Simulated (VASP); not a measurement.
# Si2Se (Pm) in VASP: a series of runs

Runs on Si2Se. Level: PBE. Tasks: single point, relaxation of cell and atoms.

Program: VASP 6.6.1. These are calculated values, not measurements. Logs are shortened: lines on timing, memory, paths and dates and some standing lists are left out, and cuts for length are marked.

## 1. The cell of the first run

Symmetry: Pm, No. 6, monoclinic system. Conventional cell: a = 5.860 Å, b = 3.803 Å, c = 6.739 Å, α = 90.00°, β = 101.45°, γ = 90.00°. Within 3.0 Å of Si (site symmetry m) lie 3 Si at 2.27 to 2.38 Å. Si (site symmetry m) has 3 Si at 2.30 to 2.38 Å within 3.0 Å. Si (site symmetry m) has 1 Si at 2.27 Å and 3 Se at 2.44 to 2.48 Å within 3.0 Å. Si (site symmetry m) has 1 Si at 2.30 Å and 3 Se at 2.41 to 2.45 Å within 3.0 Å. Within 3.2 Å of Se (site symmetry m) lie 3 Si at 2.41 to 2.48 Å. Se (site symmetry m) has 3 Si at 2.44 to 2.45 Å within 3.2 Å.

## 2. Single point, PBE

The input, INCAR:

```
  PREC = Accurate
  ENCUT = 520
  EDIFF = 1E-6
  ISMEAR = 0
  SIGMA = 0.1
  LREAL = False
  LASPH = True
  NELM = 80
  ALGO = Normal
  ISIF = 2
  LWAVE = False
  LCHARG = True
  GGA = PE
  LELF = True
  LVHAR = True
  NBANDS = 23
```

The input, KPOINTS:

```
Automatic mesh
0
Gamma
  4 4 4
```

The input, POSCAR:

```
Si2Se
1.0
    5.8598710497      0.0000000000      0.0000000000
    0.0000000000      3.8033462650      0.0000000000
   -1.3376421973      0.0000000000      6.6049309229
Si Se
4 2
Direct
    0.6967666992      0.0000000000      0.3560853520
    0.9472492497      0.5000000000      0.4052897019
    0.7118773455      0.0000000000      0.6950383643
    0.1591911030      0.5000000000      0.7314735731
    0.5702193562      0.5000000000      0.8745674787
    0.0813629131      0.0000000000      0.9375455299
```

Potentials or basis: VASP PAW PBE potentials, release 64 (Si, Se).

Run with:

```sh
> cat potpaw_PBE.64/Si/POTCAR potpaw_PBE.64/Se/POTCAR > POTCAR
> mpirun -np 1 vasp_std > vasp.out
```

OUTCAR:

```text
PREC = Accurate
   ENCUT = 520
   EDIFF = 1E-6
   ISMEAR = 0
   LREAL = False
   LASPH = True
   NELM = 80
   ISIF = 2
   GGA = PE

 ion  position               nearest neighbor table
   1  0.697  0.000  0.356-   3 2.27   2 2.38   2 2.38
   2  0.947  0.500  0.405-   4 2.30   1 2.38   1 2.38
   3  0.712  0.000  0.695-   1 2.27   6 2.44   5 2.48   5 2.48
   4  0.159  0.500  0.731-   2 2.30   5 2.41   6 2.45   6 2.45
   5  0.570  0.500  0.875-   4 2.41   3 2.48   3 2.48
   6  0.081  0.000  0.938-   3 2.44   4 2.45   4 2.45

  LATTYP: Found a simple monoclinic cell.
 ALAT       =     5.8598710497
 B/A-ratio  =     0.6490494813
 C/A-ratio  =     1.1500288282
 COS(beta)  =    -0.1984920761

  Lattice vectors:

 A1 = (   5.8598710497,   0.0000000000,   0.0000000000)
 A2 = (   0.0000000000,   3.8033462650,   0.0000000000)
 A3 = (  -1.3376421973,   0.0000000000,   6.6049309229)

Analysis of symmetry for initial positions (statically):
=====================================================================
 Subroutine PRICEL returns:
 Original cell was already a primitive cell.

 Routine SETGRP: Setting up the symmetry group for a
 simple monoclinic supercell.

 Subroutine GETGRP returns: Found  2 space group operations
 (whereof  2 operations were pure point group operations)
 out of a pool of  4 trial point group operations.

The static configuration has the point symmetry C_1h.

Analysis of symmetry for dynamics (positions and initial velocities):
=====================================================================
 Subroutine PRICEL returns:
 Original cell was already a primitive cell.

 Routine SETGRP: Setting up the symmetry group for a
 simple monoclinic supercell.

 Subroutine GETGRP returns: Found  2 space group operations
 (whereof  2 operations were pure point group operations)
 out of a pool of  4 trial point group operations.

The dynamic configuration has the point symmetry C_1h.

 Subroutine INISYM returns: Found  2 space group operations
 (whereof  2 operations are pure point group operations),
 and found     1 'primitive' translations

----------------------------------------------------------------------------------------

                                     Primitive cell

  volume of cell :     147.2049

  direct lattice vectors                    reciprocal lattice vectors
     5.859871050  0.000000000  0.000000000     0.170652219  0.000000000  0.034560787
     0.000000000  3.803346265  0.000000000     0.000000000  0.262926363  0.000000000
    -1.337642197  0.000000000  6.604930923     0.000000000  0.000000000  0.151402038

  length of vectors
     5.859871050  3.803346265  6.739020637     0.174116708  0.262926363  0.151402038

  position of ions in fractional coordinates (direct lattice)
     0.696766699  0.000000000  0.356085352
     0.947249250  0.500000000  0.405289702
     0.711877345  0.000000000  0.695038364
     0.159191103  0.500000000  0.731473573
     0.570219356  0.500000000  0.874567479
     0.081362913  0.000000000  0.937545530

  ion indices of the primitive-cell ions
   primitive index   ion index
                 1           1
                 2           2
                 3           3
                 4           4
                 5           5
                 6           6

----------------------------------------------------------------------------------------

 KPOINTS: Automatic mesh

Automatic generation of k-mesh.
 Grid dimensions read from file:
 generate k-points for:    4    4    4

 Generating k-lattice:

  Cartesian coordinates                     Fractional coordinates (reciprocal lattice)
     0.042663055  0.000000000  0.008640197     0.250000000  0.000000000  0.000000000
     0.000000000  0.065731591  0.000000000     0.000000000  0.250000000  0.000000000
     0.000000000  0.000000000  0.037850509     0.000000000  0.000000000  0.250000000

  Length of vectors
     0.043529177  0.065731591  0.037850509

  Shift w.r.t. Gamma in fractional coordinates (k-lattice)
     0.000000000  0.000000000  0.000000000

 Subroutine IBZKPT returns following result:
 ===========================================

 Found     30 irreducible k-points:

 Following reciprocal coordinates:
            Coordinates               Weight
  0.000000  0.000000  0.000000      1.000000
  0.250000  0.000000 -0.000000      2.000000
  0.500000  0.000000 -0.000000      1.000000
  0.000000  0.250000  0.000000      2.000000
  0.250000  0.250000 -0.000000      4.000000
  0.500000  0.250000 -0.000000      2.000000
[... 16 lines left out ...]
  0.250000  0.000000  0.500000      2.000000
  0.500000  0.000000  0.500000      1.000000
 [... further k-points ...]
   k-points           NKPTS =     30   k-points in BZ     NKDIM =     30   number of bands    NBANDS=     23
   number of dos      NEDOS =    301   number of ions     NIONS =      6
   total plane-waves  NPLWV =  67200
   dimension x,y,z NGX =    48 NGY =   28 NGZ =   50
   dimension x,y,z NGXF=    96 NGYF=   56 NGZF=  100
   ions per type =               4   2
   NGX,Y,Z   is equivalent  to a cutoff of  13.62, 12.24, 12.33 a.u.
   NGXF,Y,Z  is equivalent  to a cutoff of  27.24, 24.48, 24.67 a.u.
 SYSTEM =  unknown system
   PREC   = accura    normal or accurate (medium, high low for compatibility)
   ISTART =      0    job   : 0-new  1-cont  2-samecut
   ICHARG =      2    charge: 1-file 2-atom 10-const
   ISPIN  =      1    spin polarized calculation?
   LNONCOLLINEAR =      F non collinear calculations
   LSORBIT =      F    spin-orbit coupling
   LASPH  =      T    aspherical Exc in radial PAW
   ENCUT  =  520.0 eV  38.22 Ry    6.18 a.u.  10.90  7.07 12.53*2*pi/ulx,y,z
   NELM   =     80;   NELMIN=  2; NELMDL= -5     # of ELM steps
   EDIFF  = 0.1E-05   stopping-criterion for ELM
   LREAL  =      F    real-space projection
   EDIFFG = 0.1E-04   stopping-criterion for IOM
   NSW    =      0    number of steps for IOM
   IBRION =     -1    ionic relax: 0-MD 1-quasi-New 2-CG
   NFREE  =      0    steps in history (QN), initial steepest desc. (CG)
   ISIF   =      2    stress and relaxation
   ISYM   =      2    0-nonsym 1-usesym 2-fastsym
   POTIM  = 0.5000    time-step for ionic-motion
   TEBEG  =    0.0;   TEEND  =   0.0 temperature during run
   PSTRESS=    0.0 pullay stress
   NELECT =      28.0000    total number of electrons
   NUPDOWN=      -1.0000    fix difference up-down
   EMIN   =  10.00;   EMAX   =-10.00  energy-range for DOS
   EFERMI =   0.00;   METHOD = LEGACY
   ISMEAR =     0;   SIGMA  =   0.10  broadening in eV -4-tet -1-fermi 0-gaus
   EFERMI_NEDOS =   21; number of points for ismear=-14 and -15
   IALGO  =     38    algorithm
   IMIX   =      4    mixing-type and parameters
     AMIX     =   0.40;   BMIX     =  1.00
     AMIX_MAG =   1.60;   BMIX_MAG =  1.00
  volume/ion in A,a.u.               =      24.53       165.56
  Fermi-wavevector in a.u.,A,eV,Ry     =   0.941500  1.779176 12.060495  0.886421
  Thomas-Fermi vector in A             =   2.069016
   LORBIT       =      0    0 simple, 1 ext, 2 COOP (PROOUT), +10 PAW based schemes
   GGA     = PE    functional components
   LHFCALC =     F    Hartree Fock is set to
   AEXX    =    0.0000 exact exchange contribution
   IVDW    =     0    specifies the selected vdW correction
   LEPSILON=     F    determine dielectric tensor
   LRPA    =     F    only Hartree local field effects (RPA)
 non-spin polarized calculation
 Gauss-broadening in eV      SIGMA  =   0.10
  energy-cutoff  :      520.00
  volume of cell :      147.20
 maximum number of plane-waves:      3982
 NGX is ok and might be reduce to    48
   NGX = 21   NGY = 15   NGZ = 25

 number of electron      28.0000001 magnetization

 Free energy of the ion-electron system (eV)
  ---------------------------------------------------
  ext. energy  EPLUGINS =         0.00000000
  ---------------------------------------------------
  free energy    TOTEN  =       -27.44325116 eV

  energy without entropy =      -27.44310416  energy(sigma->0) =      -27.44317766

 E-fermi :   4.2596     XC(G=0):  -8.7582

 val. band max:        4.0821121204   @ k =   0.5000   0.2500  -0.0000
 cond. band min:       4.4195541254   @ k =   0.0000   0.0000   0.0000
 fundamental gap:      0.3374420051
 Fermi energy:         4.2595705574

 k-point     1 :       0.0000    0.0000    0.0000
  band No.  band energies     occupation
      1     -11.3521      2.00000
      2      -9.6057      2.00000
      3      -6.0751      2.00000
      4      -4.4970      2.00000
      5      -3.1884      2.00000
      6      -1.5477      2.00000
[... 15 lines left out ...]
     22       7.7748      0.00000
     23       9.4179      0.00000

 k-point     2 :       0.2500    0.0000   -0.0000
  band No.  band energies     occupation
      1     -11.1702      2.00000
      2      -9.9575      2.00000
      3      -6.0838      2.00000
      4      -3.9840      2.00000
      5      -3.1035      2.00000
      6      -1.5615      2.00000
[... 15 lines left out ...]
     22       8.1090      0.00000
     23       9.4697      0.00000

 k-point     3 :       0.5000    0.0000   -0.0000
  band No.  band energies     occupation
      1     -10.7708      2.00000
      2     -10.5076      2.00000
      3      -6.0826      2.00000
      4      -3.4092      2.00000
      5      -3.0952      2.00000
      6      -0.9281      2.00000
[... 15 lines left out ...]
     22       8.3300      0.00000
     23       9.7451      0.00000
[... 495 lines left out ...]
 k-point    23 :       0.2500    0.0000    0.5000
  band No.  band energies     occupation
      1     -11.1566      2.00000
      2      -9.9535      2.00000
      3      -6.2952      2.00000
      4      -4.0407      2.00000
      5      -2.6758      2.00000
      6      -1.2547      2.00000
[... 15 lines left out ...]
     22       8.6361      0.00000
     23       9.6607      0.00000

 k-point    24 :       0.5000    0.0000    0.5000
  band No.  band energies     occupation
      1     -10.7598      2.00000
      2     -10.5000      2.00000
      3      -6.2549      2.00000
      4      -3.5848      2.00000
      5      -2.7003      2.00000
      6      -1.1045      2.00000
[... 15 lines left out ...]
     22       8.8481      0.00000
     23       9.7321      0.00000

 [... further k-points ...]

------------------------ aborting loop because EDIFF is reached ----------------------------------------

  FORCE on cell =-STRESS in cart. coord.  units (eV):
  Direction    XX          YY          ZZ          XY          YZ          ZX
  --------------------------------------------------------------------------------------
  -------------------------------------------------------------------------------------
  Total       -0.0520104      0.2617679      0.4789247      0.0000000      0.0000000     -0.1090244
  in kB       -0.5660812      2.8490807      5.2126141      0.0000000      0.0000000     -1.1866210
  external PRESSURE =       2.4985379 kB  Pullay stress =       0.0000000 kB

 VOLUME and BASIS-vectors are now :
 -----------------------------------------------------------------------------
  energy-cutoff  :      520.00
  volume of cell :      147.20
      direct lattice vectors                 reciprocal lattice vectors
     5.859871050  0.000000000  0.000000000     0.170652219  0.000000000  0.034560787
     0.000000000  3.803346265  0.000000000     0.000000000  0.262926363  0.000000000
    -1.337642197  0.000000000  6.604930923     0.000000000  0.000000000  0.151402038

 POSITION                                       TOTAL-FORCE (eV/Angst)
 -----------------------------------------------------------------------------------
      3.60665      0.00000      2.35192         0.135438      0.000000     -0.108088
      5.00863      1.90167      2.67691        -0.112624      0.000000     -0.143398
      3.24180      0.00000      4.59068        -0.010818      0.000000      0.092418
     -0.04561      1.90167      4.83133        -0.075627      0.000000      0.167204
      2.17155      1.90167      5.77646        -0.008446      0.000000      0.040702
     -0.77732      0.00000      6.19242         0.072076      0.000000     -0.048838
 -----------------------------------------------------------------------------------
    total drift:                                0.000033     -0.000000      0.000052

  FREE ENERGIE OF THE ION-ELECTRON SYSTEM (eV)
  ---------------------------------------------------
  free  energy   TOTEN  =       -27.4432511588 eV

  energy  without entropy=      -27.4431041556  energy(sigma->0) =      -27.44317766
```

Run time: 2.1 min. Hardware: 1 thread of Intel Xeon 8259CL, shared host; peak memory 0.27 GiB.

Results:

* Free energy: -27.4433 eV
* Pressure: 0.2 GPa
* Largest force: 0.184 eV/Å
* Band gap on the k mesh: 0.34 eV (least direct gap 0.89 eV)

Forces in eV/Å, atoms in the order of the input:
```
Si   0.135  0.000 -0.108
Si  -0.113  0.000 -0.143
Si  -0.011  0.000  0.092
Si  -0.076  0.000  0.167
Se  -0.008  0.000  0.041
Se   0.072  0.000 -0.049
```

Stress tensor (GPa, compression positive):
```
-0.06  0.00 -0.12
 0.00  0.28  0.00
-0.12  0.00  0.52
```

Levels at points of the mesh, in eV from the valence-band top:
```csv
k point,band 12,band 13,band 14,band 15,band 16,band 17
"(0.00, 0.00, 0.00)",-1.37,-0.94,-0.56,0.34,1.13,1.83
"(0.50, 0.00, 0.00)",-0.90,-0.86,-0.31,0.86,1.78,2.09
"(0.00, 0.50, 0.00)",-2.75,-0.90,-0.81,1.34,1.77,2.62
"(0.50, 0.50, 0.00)",-2.66,-1.48,-1.21,0.58,1.70,2.28
"(0.00, 0.00, 0.50)",-1.68,-1.13,-0.81,0.74,1.37,2.13
"(0.50, 0.00, 0.50)",-1.32,-1.07,-0.42,0.55,1.87,2.23
"(0.00, 0.50, 0.50)",-2.48,-1.13,-0.39,1.20,1.80,1.91
"(0.50, 0.50, 0.50)",-2.54,-0.93,-0.91,0.57,1.06,1.65
```

(Part 1 of 2 ends here.)
